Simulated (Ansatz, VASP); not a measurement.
## Ti2C in VASP and in Ansatz

Contents of INCAR:

```
SYSTEM = Ti2C
ALGO = Normal ; EDIFF = 1E-7
ENCUT = 520 ; GGA = CA
ISIF = 2 ; ISMEAR = -1
LASPH = .True. ; LCHARG = .False.
LREAL = .False. ; LWAVE = .False.
NBANDS = 21 ; NELM = 80
PREC = Accurate ; SIGMA = 0.05
```

File KPOINTS:

```
k-points
0
Gamma
  14 14 14
  0 0 0
```

The input POSCAR:

```
Ti2C
1.0
    1.2874764096      0.7433248516      3.1020901575
   -1.2874764096      0.7433248516      3.1020901575
    0.0000000000     -1.4866497032      3.1020901575
Ti C
2 1
Direct
    0.2649005990      0.2649005990      0.2649005990
    0.7350994010      0.7350994010      0.7350994010
    0.5000000000      0.5000000000      0.5000000000
```

Input for Ansatz:

```yaml
crystal:
  lattice:
    - [1.2874764096, 0.7433248516, 3.1020901575]
    - [-1.2874764096, 0.7433248516, 3.1020901575]
    - [0.0, -1.4866497032, 3.1020901575]
  atoms:
    - { symbol: Ti, position: [0.264900599, 0.264900599, 0.264900599] }
    - { symbol: Ti, position: [0.735099401, 0.735099401, 0.735099401] }
    - { symbol: C, position: [0.5, 0.5, 0.5] }
kpoints:
  mp_grid: { grid: [14, 14, 14] }
  band_path:
    path:
      - [0.0, 0.0, 0.0]
      - [0.5, 0.5, 0.5]
      - [0.7950546302, 0.2049453698, 0.5]
      - [0.5, -0.2049453698, 0.2049453698]
      - [0.5, 0.0, 0.0]
      - [0.0, 0.0, 0.0]
      - [0.3524726849, -0.3524726849, 0.0]
      - [0.6475273151, 0.0, 0.3524726849]
      - [0.5, 0.0, 0.5]
    npoints: 6
scf:
  occupations: { method: fermi_dirac, width: 0.05 }
hamiltonian:
  xc: lda
  pseudopotentials: { kind: all_electron, lapw: { basis_error: 0.001 } }
output:
  forces: true
  stress: true
  eigenvalues: true
  populations: true
```

Change from the starting cell: volume scaled by 0.45, LAPW.

Alike in both runs: task single point; functional LDA; k mesh 14 × 14 × 14; occupations fermi-dirac, width 0.05 eV; no spin polarisation.

|  | VASP | Ansatz |
| --- | --- | --- |
| version | VASP 6.6.1 | Ansatz 0.2.0 |
| potentials or method | VASP PAW LDA potentials, release 64 (Ti_sv, C), cutoff 520 eV | all-electron LAPW, scalar-relativistic |

```tsv
	VASP	Ansatz	Ansatz less VASP
pressure (GPa)	453.5	449.9	-3.56
traceless stress, the component that is largest in VASP (GPa)	2.29	0.23	-2.066
rms of the force components (eV/Å)	0.432	0.016	-0.4152
```

LDA's correlation is that of Perdew and Zunger in VASP and of Perdew and Wang (1992) in Ansatz. Atom by atom the forces differ by 0.415 eV/Å (rms over components). Both programs put the cell under a high pressure, so it lies far from rest at this level. Ansatz ran all-electron here, and VASP with PAW potentials.

Noted on VASP's run: the cell as given lies far from equilibrium.
